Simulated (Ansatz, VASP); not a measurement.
# W3Se2: VASP beside Ansatz

```xyz
5
Lattice="4.1074 0.0000 0.0000 -2.0537 3.5572 0.0000 0.0000 0.0000 6.1386" Properties=species:S:1:pos:R:3 pbc="T T T"
W     0.0000    0.0000    0.0000
W     0.0000    2.3714    3.6537
W     2.0537    1.1857    2.4849
Se    0.0000    2.3714    1.0816
Se    2.0537    1.1857    5.0569
```

Alike in both runs: functional PBE; k mesh 6 × 6 × 4; occupations gaussian, width 0.1 eV; collinear spin.

Ansatz relaxed the structure, and its values are those at the end. VASP's run is a single point on that final structure, the one shown.

|  | VASP | Ansatz |
| --- | --- | --- |
| version | VASP 6.6.1 | Ansatz 0.2.0 |
| potentials or method | VASP PAW PBE potentials, release 64 (W_sv, Se), cutoff 520 eV | scalar-relativistic, plane waves, PAW |
| valence electrons in the cell | 54 | 74 |

```tsv
	VASP	Ansatz	Ansatz less VASP
gap on the k mesh at the Fermi level (eV)	none	none	-
pressure (GPa)	0.2	-0.2	-0.36
rms of the force components (eV/Å)	0.010	0.001	-0.0091
net moment per atom (μB)	0.00	0.00	0.000
```

A gap of «none» marks a metal or a gap that the smearing closes. With one functional, cell and mesh, what is left measures potentials, basis and numerics. VASP's potentials hold 54 valence electrons a cell and Ansatz's 74, so a difference there can come from the potentials and not from the codes. Ansatz's warnings: seeded moment not kept.

Spin-orbit coupling is off throughout.
